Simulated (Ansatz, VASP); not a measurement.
**InSe in VASP and in Ansatz**

```
CELL_PARAMETERS angstrom
1.97860 1.14235 8.35243
-1.97860 1.14235 8.35243
0.00000 -2.28469 8.35243
ATOMIC_POSITIONS crystal
In 0.99107 0.99107 0.99107
In 0.11584 0.11584 0.11584
Se 0.60601 0.60601 0.60601
Se 0.84478 0.84478 0.84478
```

Alike in both runs: task single point; functional PBEsol; k mesh 12 × 12 × 12; occupations gaussian, width 0.05 eV; no spin polarisation.

|  | VASP | Ansatz |
| --- | --- | --- |
| version | VASP 6.6.1 | Ansatz 0.2.0 |
| potentials or method | VASP PAW PBE potentials, release 64 (In_d, Se), cutoff 520 eV | scalar-relativistic, plane waves, PAW |
| valence electrons in the cell | 38 | 58 |

|  | VASP | Ansatz | Ansatz less VASP |
| --- | --- | --- | --- |
| gap on the k mesh at the Fermi level (eV) | 0.17 | 0.17 | +0.006 |
| least direct gap on the mesh (eV) | 0.46 | 0.46 | +0.004 |
| pressure (GPa) | -1.4 | -1.5 | -0.05 |
| traceless stress, the component that is largest in VASP (GPa) | -3.99 | -3.99 | +0.003 |
| rms of the force components (eV/Å) | 0.607 | 0.609 | +0.0016 |

VASP's potentials were made for PBE, not for PBEsol. Atom by atom the forces differ by 0.009 eV/Å (rms over components). With one functional, cell and mesh, what is left measures potentials, basis and numerics. VASP's potentials hold 38 valence electrons a cell and Ansatz's 58, so a difference there can come from the potentials and not from the codes.
